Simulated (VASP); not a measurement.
# H: single point with r2SCANh

The system is H.

```xyz
1
Lattice="14.0000 0.0000 0.0000 0.0000 14.4000 0.0000 0.0000 0.0000 14.8000" Properties=species:S:1:pos:R:3 pbc="T T T"
H     7.0000    7.2000    7.4000
```

- Program: VASP 6.6.1
- Task: single point
- Functional: r2SCANh
- Potentials or basis: VASP PAW PBE potentials, release 64 (H)
- Cutoff: 520 eV
- k mesh: 1 × 1 × 1
- Occupations: fermi-dirac, width 0.01 eV
- Spin: collinear spin
- Starting moments: [1.0] μB
- Dipole correction: no
- Grid for exact exchange (PRECFOCK): Normal
- Further INCAR settings: ALGO = Normal; EDIFF = 1e-06; NBANDS = 10; ISYM = 0
- Share of exact exchange: 0.1

```json
{
  "Pressure": "0.0 GPa",
  "Band gap on the k mesh": "6.45 eV",
  "Net moment": "1.00 μB per cell",
  "Site moments": "H +0.38 μB",
  "Valence electrons inside the program's atomic spheres": "H 0.38"
}
```

Levels at points of the mesh, in eV from the valence-band top:
Spin up:
```tsv
k point	band 1	band 2	band 3	band 4	band 5
(0.00, 0.00, 0.00)	0.00	8.56	9.19	9.23	9.25
```
Spin down:
```
           k point  band 1  band 2  band 3  band 4  band 5
(0.00, 0.00, 0.00)    6.45    8.39    8.56    8.57    8.60
```

It took 36 min on 1 thread of Intel(R) Xeon(R) Platinum 8259CL CPU @ 2.50GHz (Skylake/Cascade Lake), on a shared host, peak memory 3.4 GiB.

Caveat: the PAW data sets were made with another functional, which shifts forces and pressure a little.
